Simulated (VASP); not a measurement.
# Mg (I4/mmm) in VASP: notebook, part 2 of 2

VASP 6.6.1.

**4. Single point, LDA (equal xx and yy strain of +1 %)**

INCAR

```
PREC = Accurate
ENCUT = 520
EDIFF = 1E-6
ISMEAR = -1
SIGMA = 0.03
LREAL = False
LASPH = True
NELM = 60
ALGO = Normal
ISIF = 2
LWAVE = False
LCHARG = False
GGA = CA
NBANDS = 7
```

KPOINTS

```
regular mesh
0
Gamma
  19 19 19
```

POSCAR

```
Mg
1.0
   -1.4912650000      1.4912650000      1.4765000000
    1.4912650000     -1.4912650000      1.4765000000
    1.4912650000      1.4912650000     -1.4765000000
Mg
1
Direct
    0.0000000000      0.0000000000      0.0000000000
```

Potentials or basis: VASP PAW LDA potentials, release 64 (Mg).

Run with:

```bash
$ cat potpaw_LDA.64/Mg/POTCAR > POTCAR
$ mpirun -np 1 vasp_std > vasp.out
```

OUTCAR:

```text
PREC = Accurate
   ENCUT = 520
   EDIFF = 1E-6
   ISMEAR = -1
   LREAL = False
   LASPH = True
   NELM = 60
   ISIF = 2
   GGA = CA

 ion  position               nearest neighbor table
   1  0.000  0.000  0.000-

  LATTYP: Found a body centered tetragonal cell.
 ALAT       =     2.9825300000
 C/A-ratio  =     0.9900990099

  Lattice vectors:

 A1 = (  -1.4912650000,   1.4912650000,   1.4765000000)
 A2 = (   1.4912650000,  -1.4912650000,   1.4765000000)
 A3 = (   1.4912650000,   1.4912650000,  -1.4765000000)

Analysis of symmetry for initial positions (statically):
=====================================================================
 Subroutine PRICEL returns:
 Original cell was already a primitive cell.

 Routine SETGRP: Setting up the symmetry group for a
 body centered tetragonal supercell.

 Subroutine GETGRP returns: Found 16 space group operations
 (whereof 16 operations were pure point group operations)
 out of a pool of 16 trial point group operations.

The static configuration has the point symmetry D_4h.

Analysis of symmetry for dynamics (positions and initial velocities):
=====================================================================
 Subroutine PRICEL returns:
 Original cell was already a primitive cell.

 Routine SETGRP: Setting up the symmetry group for a
 body centered tetragonal supercell.

 Subroutine GETGRP returns: Found 16 space group operations
 (whereof 16 operations were pure point group operations)
 out of a pool of 16 trial point group operations.

The dynamic configuration has the point symmetry D_4h.

 Subroutine INISYM returns: Found 16 space group operations
 (whereof 16 operations are pure point group operations),
 and found     1 'primitive' translations

----------------------------------------------------------------------------------------

                                     Primitive cell

  volume of cell :      13.1342

  direct lattice vectors                    reciprocal lattice vectors
    -1.491265000  1.491265000  1.476500000     0.000000000  0.335285814  0.338638673
     1.491265000 -1.491265000  1.476500000     0.335285814  0.000000000  0.338638673
     1.491265000  1.491265000 -1.476500000     0.335285814  0.335285814  0.000000000

  length of vectors
     2.574450398  2.574450398  2.574450398     0.476542472  0.476542472  0.474165746

  position of ions in fractional coordinates (direct lattice)
     0.000000000  0.000000000  0.000000000

  ion indices of the primitive-cell ions
   primitive index   ion index
                 1           1

----------------------------------------------------------------------------------------

 KPOINTS: regular mesh

Automatic generation of k-mesh.
 Grid dimensions read from file:
 generate k-points for:   19   19   19

 Generating k-lattice:

  Cartesian coordinates                     Fractional coordinates (reciprocal lattice)
     0.000000000  0.017646622  0.017823088     0.052631579  0.000000000  0.000000000
     0.017646622  0.000000000  0.017823088     0.000000000  0.052631579  0.000000000
     0.017646622  0.017646622  0.000000000     0.000000000  0.000000000  0.052631579

  Length of vectors
     0.025081183  0.025081183  0.024956092

  Shift w.r.t. Gamma in fractional coordinates (k-lattice)
     0.000000000  0.000000000  0.000000000

 Subroutine IBZKPT returns following result:
 ===========================================

 Found    550 irreducible k-points:

 Following reciprocal coordinates:
            Coordinates               Weight
  0.000000  0.000000  0.000000      1.000000
  0.052632  0.000000 -0.000000      8.000000
  0.105263  0.000000 -0.000000      8.000000
  0.157895  0.000000  0.000000      8.000000
  0.210526  0.000000 -0.000000      8.000000
  0.263158  0.000000  0.000000      8.000000
[... 16 lines left out ...]
 -0.315789  0.052632  0.000000     16.000000
 -0.263158  0.052632  0.000000     16.000000
 [... further k-points ...]
   k-points           NKPTS =    550   k-points in BZ     NKDIM =    550   number of bands    NBANDS=      7
   number of dos      NEDOS =    301   number of ions     NIONS =      1
   total plane-waves  NPLWV =   8000
   dimension x,y,z NGX =    20 NGY =   20 NGZ =   20
   dimension x,y,z NGXF=    40 NGYF=   40 NGZF=   40
   ions per type =               1
   NGX,Y,Z   is equivalent  to a cutoff of  12.92, 12.92, 12.92 a.u.
   NGXF,Y,Z  is equivalent  to a cutoff of  25.83, 25.83, 25.83 a.u.
 SYSTEM =  unknown system
   PREC   = accura    normal or accurate (medium, high low for compatibility)
   ISTART =      0    job   : 0-new  1-cont  2-samecut
   ICHARG =      2    charge: 1-file 2-atom 10-const
   ISPIN  =      1    spin polarized calculation?
   LNONCOLLINEAR =      F non collinear calculations
   LSORBIT =      F    spin-orbit coupling
   LASPH  =      T    aspherical Exc in radial PAW
   ENCUT  =  520.0 eV  38.22 Ry    6.18 a.u.   4.79  4.79  4.79*2*pi/ulx,y,z
   NELM   =     60;   NELMIN=  2; NELMDL= -5     # of ELM steps
   EDIFF  = 0.1E-05   stopping-criterion for ELM
   LREAL  =      F    real-space projection
   EDIFFG = 0.1E-04   stopping-criterion for IOM
   NSW    =      0    number of steps for IOM
   IBRION =     -1    ionic relax: 0-MD 1-quasi-New 2-CG
   NFREE  =      0    steps in history (QN), initial steepest desc. (CG)
   ISIF   =      2    stress and relaxation
   ISYM   =      2    0-nonsym 1-usesym 2-fastsym
   POTIM  = 0.5000    time-step for ionic-motion
   TEBEG  =    0.0;   TEEND  =   0.0 temperature during run
   PSTRESS=    0.0 pullay stress
   NELECT =       2.0000    total number of electrons
   NUPDOWN=      -1.0000    fix difference up-down
   EMIN   =  10.00;   EMAX   =-10.00  energy-range for DOS
   EFERMI =   0.00;   METHOD = LEGACY
   ISMEAR =    -1;   SIGMA  =   0.03  broadening in eV -4-tet -1-fermi 0-gaus
   EFERMI_NEDOS =   21; number of points for ismear=-14 and -15
   IALGO  =     38    algorithm
   IMIX   =      4    mixing-type and parameters
     AMIX     =   0.40;   BMIX     =  1.00
     AMIX_MAG =   1.60;   BMIX_MAG =  1.00
  volume/ion in A,a.u.               =      13.13        88.63
  Fermi-wavevector in a.u.,A,eV,Ry     =   0.874213  1.652023 10.398224  0.764248
  Thomas-Fermi vector in A             =   1.993712
   LORBIT       =      0    0 simple, 1 ext, 2 COOP (PROOUT), +10 PAW based schemes
   GGA     = CA    functional components
   LHFCALC =     F    Hartree Fock is set to
   AEXX    =    0.0000 exact exchange contribution
   IVDW    =     0    specifies the selected vdW correction
   LEPSILON=     F    determine dielectric tensor
   LRPA    =     F    only Hartree local field effects (RPA)
 non-spin polarized calculation
  energy-cutoff  :      520.00
  volume of cell :       13.13
 maximum number of plane-waves:       370
   NGX =  9   NGY =  9   NGZ =  9

 number of electron       2.0000000 magnetization

 Free energy of the ion-electron system (eV)
  ---------------------------------------------------
  ext. energy  EPLUGINS =         0.00000000
  ---------------------------------------------------
  free energy    TOTEN  =        -0.89366380 eV

  energy without entropy =       -0.89269935  energy(sigma->0) =       -0.89318157

 E-fermi :   6.2588     XC(G=0): -10.6818

 val. band max:        6.2558939028   @ k =   0.3684   0.1579   0.1053
 cond. band min:       6.2857931511   @ k =   0.3158   0.3158   0.0526
 fundamental gap:      0.0298992482
 Fermi energy:         6.2587857927

 k-point     1 :       0.0000    0.0000    0.0000
  band No.  band energies     occupation
      1      -3.4897      2.00000
      2      23.1188      0.00000
      3      23.4045      0.00000
      4      23.4045      0.00000
      5      25.9794      0.00000
      6      26.3026      0.00000
      7      27.9706      0.00000

 k-point     2 :       0.0526    0.0000   -0.0000
  band No.  band energies     occupation
      1      -3.3942      2.00000
      2      22.5335      0.00000
      3      22.7057      0.00000
      4      23.1795      0.00000
      5      25.2316      0.00000
      6      25.5034      0.00000
      7      28.6712      0.00000
[... 201 lines left out ...]
 k-point    23 :      -0.3158    0.0526    0.0000
  band No.  band energies     occupation
      1      -0.6142      2.00000
      2      12.2260      0.00000
      3      17.5473      0.00000
      4      21.2086      0.00000
      5      22.0692      0.00000
      6      24.9586      0.00000
      7      29.9365      0.00000

 k-point    24 :      -0.2632    0.0526    0.0000
  band No.  band energies     occupation
      1      -1.5255      2.00000
      2      14.4148      0.00000
      3      18.3099      0.00000
      4      21.6326      0.00000
      5      22.6497      0.00000
      6      25.2070      0.00000
      7      29.5421      0.00000

 [... further k-points ...]
[... 5 lines left out ...]
  --------------------------------------------------------------------------------------
  -------------------------------------------------------------------------------------
  Total        4.2278215      4.2278215      4.2489842      0.0000000     -0.0000000      0.0000000
  in kB      515.7320615    515.7320615    518.3136051      0.0000000     -0.0000000      0.0000000
  external PRESSURE =     516.5925760 kB  Pullay stress =       0.0000000 kB

 VOLUME and BASIS-vectors are now :
 -----------------------------------------------------------------------------
  energy-cutoff  :      520.00
  volume of cell :       13.13
      direct lattice vectors                 reciprocal lattice vectors
    -1.491265000  1.491265000  1.476500000     0.000000000  0.335285814  0.338638673
     1.491265000 -1.491265000  1.476500000     0.335285814  0.000000000  0.338638673
     1.491265000  1.491265000 -1.476500000     0.335285814  0.335285814  0.000000000

 POSITION                                       TOTAL-FORCE (eV/Angst)
 -----------------------------------------------------------------------------------
      0.00000      0.00000      0.00000         0.000000      0.000000      0.000000
 -----------------------------------------------------------------------------------
    total drift:                                0.000000      0.000000      0.000000

  FREE ENERGIE OF THE ION-ELECTRON SYSTEM (eV)
  ---------------------------------------------------
  free  energy   TOTEN  =        -0.8936637979 eV

  energy  without entropy=       -0.8926993520  energy(sigma->0) =       -0.89318157
```

stdout:

```text
POSCAR found type information on POSCAR Mg
 POSCAR found :  1 types and       1 ions
 scaLAPACK will be used
 LDA part: xc-table for (Slater(with rela. corr.)+CA(PZ))
 , standard interpolation
 POSCAR, INCAR and KPOINTS ok, starting setup
 FFT: planning ... GRIDC
 FFT: planning ... GRID_SOFT
 FFT: planning ... GRID
 WAVECAR not read
 entering main loop
```

It took 20 s on 1 thread of Intel Xeon Platinum 8488C (Sapphire Rapids), shared host; peak memory 0.16 GiB.

Results:

```
Free energy            : -0.8937 eV
Pressure               : 51.7 GPa
Band gap on the k mesh : zero (bands 1 and 2 overlap by 4.39 eV)
```

Levels at points of the mesh, in eV from the Fermi level:
```tsv
k point	band 1	band 2	band 3	band 4
(0.00, 0.00, 0.00)	-9.75	16.86	17.15	17.15
```

Caveat: the cell differs from its parent crystal (equal xx and yy strain of +1 %); the cell stands under pressure.

**5. Single point, LDA (equal xx and yy strain of +2 %)**

INCAR

```
SYSTEM = Mg
  PREC = Accurate
  ENCUT = 520
  EDIFF = 1E-6
  ISMEAR = -1
  SIGMA = 0.03
  LREAL = .FALSE.
  LASPH = .TRUE.
  NELM = 100
  ALGO = Normal
  ISIF = 2
  LWAVE = .FALSE.
  LCHARG = .FALSE.
  NBANDS = 7
```

KPOINTS

```
regular mesh
0
G
  19 19 19
  0 0 0
```

POSCAR

```
Mg
1.0
   -1.5060300000      1.5060300000      1.4765000000
    1.5060300000     -1.5060300000      1.4765000000
    1.5060300000      1.5060300000     -1.4765000000
Mg
1
Direct
    0.0000000000      0.0000000000      0.0000000000
```

Potentials or basis: VASP PAW LDA potentials, release 64 (Mg).

Run with:

```bash
$ cat potpaw_LDA.64/Mg/POTCAR > POTCAR
$ mpirun -np 1 vasp_std > vasp.out
```

OUTCAR:

```text
SYSTEM = Mg
   PREC = Accurate
   ENCUT = 520
   EDIFF = 1E-6
   ISMEAR = -1
   LREAL = .FALSE.
   LASPH = .TRUE.
   NELM = 100
   ISIF = 2

 ion  position               nearest neighbor table
   1  0.000  0.000  0.000-

  LATTYP: Found a body centered tetragonal cell.
 ALAT       =     3.0120600000
 C/A-ratio  =     0.9803921569

  Lattice vectors:

 A1 = (  -1.5060300000,   1.5060300000,   1.4765000000)
 A2 = (   1.5060300000,  -1.5060300000,   1.4765000000)
 A3 = (   1.5060300000,   1.5060300000,  -1.4765000000)

Analysis of symmetry for initial positions (statically):
=====================================================================
 Subroutine PRICEL returns:
 Original cell was already a primitive cell.

 Routine SETGRP: Setting up the symmetry group for a
 body centered tetragonal supercell.

 Subroutine GETGRP returns: Found 16 space group operations
 (whereof 16 operations were pure point group operations)
 out of a pool of 16 trial point group operations.

The static configuration has the point symmetry D_4h.

Analysis of symmetry for dynamics (positions and initial velocities):
=====================================================================
[... 151 lines left out ...]
  free energy    TOTEN  =        -0.97441568 eV

  energy without entropy =       -0.97340060  energy(sigma->0) =       -0.97390814

 E-fermi :   6.0814     XC(G=0): -10.6040

 val. band max:        6.0806204388   @ k =  -0.3684  -0.3684   0.1579
 cond. band min:       6.0829843344   @ k =  -0.1579  -0.4737   0.0526
 fundamental gap:      0.0023638956
 Fermi energy:         6.0813808196

 k-point     1 :       0.0000    0.0000    0.0000
  band No.  band energies     occupation
      1      -3.5454      2.00000
      2      22.6097      0.00000
      3      23.1733      0.00000
      4      23.1733      0.00000
      5      25.4664      0.00000
      6      26.1028      0.00000
      7      27.4951      0.00000
[... 221 lines left out ...]
 k-point    24 :      -0.2632    0.0526    0.0000
  band No.  band energies     occupation
      1      -1.6047      2.00000
      2      14.2341      0.00000
      3      17.9448      0.00000
      4      21.2402      0.00000
      5      22.2137      0.00000
      6      24.9025      0.00000
      7      29.1396      0.00000

 [... further k-points ...]
[... 5 lines left out ...]
  --------------------------------------------------------------------------------------
  -------------------------------------------------------------------------------------
  Total        3.9687476      3.9687476      4.0237602      0.0000000     -0.0000000      0.0000000
  in kB      474.6826656    474.6826656    481.2624568      0.0000000     -0.0000000      0.0000000
  external PRESSURE =     476.8759293 kB  Pullay stress =       0.0000000 kB

 VOLUME and BASIS-vectors are now :
 -----------------------------------------------------------------------------
  energy-cutoff  :      520.00
  volume of cell :       13.40
      direct lattice vectors                 reciprocal lattice vectors
    -1.506030000  1.506030000  1.476500000     0.000000000  0.331998699  0.338638673
     1.506030000 -1.506030000  1.476500000     0.331998699  0.000000000  0.338638673
     1.506030000  1.506030000 -1.476500000     0.331998699  0.331998699  0.000000000

 POSITION                                       TOTAL-FORCE (eV/Angst)
 -----------------------------------------------------------------------------------
      0.00000      0.00000      0.00000         0.000000      0.000000     -0.000000
 -----------------------------------------------------------------------------------
    total drift:                                0.000000      0.000000     -0.000000

  FREE ENERGIE OF THE ION-ELECTRON SYSTEM (eV)
  ---------------------------------------------------
  free  energy   TOTEN  =        -0.9744156845 eV

  energy  without entropy=       -0.9734005990  energy(sigma->0) =       -0.97390814
```

OSZICAR:

```text
N       E                     dE             d eps       ncg     rms          rms(c)
DAV:   1    -0.127804274340E+00   -0.12780E+00   -0.94938E+02  9023   0.207E+02
DAV:   2    -0.101193620234E+01   -0.88413E+00   -0.85710E+00 10640   0.142E+01
DAV:   3    -0.101395965132E+01   -0.20234E-02   -0.20226E-02  9044   0.767E-01
DAV:   4    -0.101396226407E+01   -0.26127E-05   -0.26128E-05 11214   0.202E-02
DAV:   5    -0.101396226825E+01   -0.41778E-08   -0.47906E-08  9149   0.536E-04    0.731E-01
DAV:   6    -0.989507117866E+00    0.24455E-01   -0.25252E-04  8855   0.987E-02    0.465E-01
DAV:   7    -0.974551416251E+00    0.14956E-01   -0.60816E-04  8225   0.153E-01    0.192E-02
DAV:   8    -0.974424498167E+00    0.12692E-03   -0.18567E-05  9975   0.260E-02    0.564E-03
DAV:   9    -0.974416099718E+00    0.83984E-05   -0.37119E-06  8785   0.113E-02    0.666E-04
DAV:  10    -0.974415684502E+00    0.41522E-06   -0.71645E-08  4627   0.165E-03
   1 F= -.97441568E+00 E0= -.97390814E+00  d E =-.101509E-02
```

stdout:

```text
POSCAR found type information on POSCAR Mg
 POSCAR found :  1 types and       1 ions
 scaLAPACK will be used
 LDA part: xc-table for (Slater(with rela. corr.)+CA(PZ))
 , standard interpolation
 POSCAR, INCAR and KPOINTS ok, starting setup
 FFT: planning ... GRIDC
 FFT: planning ... GRID_SOFT
 FFT: planning ... GRID
 WAVECAR not read
 entering main loop
```

It took 20 s on 1 thread of Intel Xeon Platinum 8488C (Sapphire Rapids), shared host; peak memory 0.16 GiB.

Results:

```
Free energy            : -0.9744 eV
Pressure               : 47.7 GPa
Band gap on the k mesh : zero (bands 1 and 2 overlap by 4.54 eV)
```

Levels at points of the mesh, in eV from the Fermi level:
```tsv
k point	band 1	band 2	band 3	band 4	band 5
(0.00, 0.00, 0.00)	-9.63	16.53	17.09	17.09	19.39
```

Caveat: the cell differs from its parent crystal (equal xx and yy strain of +2 %); the cell stands under pressure.

**6. Overview**

```tsv
cell	gap on the mesh (eV)	pressure (GPa)
a = 2.523 Å, angles 110.0, 110.0, 108.4°, 1 atom	none	65.3
a = 2.540 Å, angles 109.7, 109.7, 108.9°, 1 atom	none	60.5
a = 2.574 Å, angles 109.2, 109.2, 110.0°, 1 atom	none	51.7
a = 2.592 Å, angles 108.9, 108.9, 110.5°, 1 atom	none	47.7
```

Alike in all rows: task single point; level LDA; potentials or basis VASP PAW LDA potentials, release 64 (Mg); no spin polarisation; k mesh 19 × 19 × 19; cutoff (eV) 520; smearing fermi-dirac 0.03 eV.

Caveats: the cell stands under pressure.

Absolute energies hang on the potentials; compare differences alone.

The gap in the log of VASP goes by the Fermi energy; the results here count the filled bands.